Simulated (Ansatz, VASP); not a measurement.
One calculation of Te2Mo, two programs

```xyz
3
Lattice="3.3439 -3.4589 0.0000 3.3439 3.4589 0.0000 0.0000 0.0000 4.4716" Properties=species:S:1:pos:R:3 pbc="T T T"
Te    1.6719    1.7295    0.0000
Te    1.6719   -1.7295    0.0000
Mo    0.0000    0.0000    0.0000
```

Alike in both runs: task single point; functional PBE; k mesh 4 × 4 × 4; occupations gaussian, width 0.1 eV; no spin polarisation.

```csv
,VASP,Ansatz
version,VASP 6.6.1,Ansatz 0.2.0
potentials or method,"VASP PAW PBE potentials, release 64 (Te, Mo_sv), cutoff 520 eV","scalar-relativistic, plane waves, PAW"
valence electrons in the cell,26,46
```

Ansatz gave:

* gap on the k mesh at the Fermi level (eV): none
* pressure (GPa): 15.4
* traceless stress, the component that is largest in VASP (GPa): -18.71

Question: What did VASP give for the same quantities?

Answer: gap on the k mesh at the Fermi level (eV): none; pressure (GPa): 15.2; traceless stress, the component that is largest in VASP (GPa): -18.53.

A gap of «none» marks a metal or a gap that the smearing closes. The functional is the same, so the differences come from potentials, cutoffs and numerics. VASP's potentials hold 26 valence electrons a cell and Ansatz's 46, so a difference there can come from the potentials and not from the codes.

Neither program's run includes spin-orbit coupling.
